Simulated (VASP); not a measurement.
A run of VASP 6.6.1 is set up as follows.

Contents of INCAR:

```
SYSTEM = Ba
  PREC = Accurate
  ENCUT = 520
  EDIFF = 1E-6
  ISMEAR = 0
  SIGMA = 0.15
  LREAL = .False.
  LASPH = .True.
  NELM = 80
  ALGO = Fast
  ISIF = 2
  LWAVE = .False.
  LCHARG = .True.
  GGA = PE
  LELF = .True.
  LVHAR = .True.
  NBANDS = 11
```

Contents of KPOINTS:

```
Automatic mesh
0
Gamma
  14 14 14
  0 0 0
```

File POSCAR:

```
Ba
1.0
   -2.5312500000      2.4687500000      2.5000000000
    2.5312500000     -2.4687500000      2.5000000000
    2.5312500000      2.4687500000     -2.5000000000
Ba
1
Direct
    0.0000000000      0.0000000000      0.0000000000
```

Potentials or basis: VASP PAW PBE potentials, release 64 (Ba_sv).

The run is started by

```sh
$ cat potpaw_PBE.64/Ba_sv/POTCAR > POTCAR
$ mpirun -np 1 vasp_std > vasp.out
```

(1) Predict the pressure.

(2) Estimate the band gap on the k mesh.

## Answers

(1) 0.2 GPa.

(2) zero (band 5 reaches 2.13 eV, above the bottom of band 6 at 1.14 eV).

Caveat: the cell differs from its parent crystal (strain +0.0125 x Voigt [1, -1, 0, 0, 0, 0]); spin-orbit coupling is left out, which moves the levels of the heavy elements.
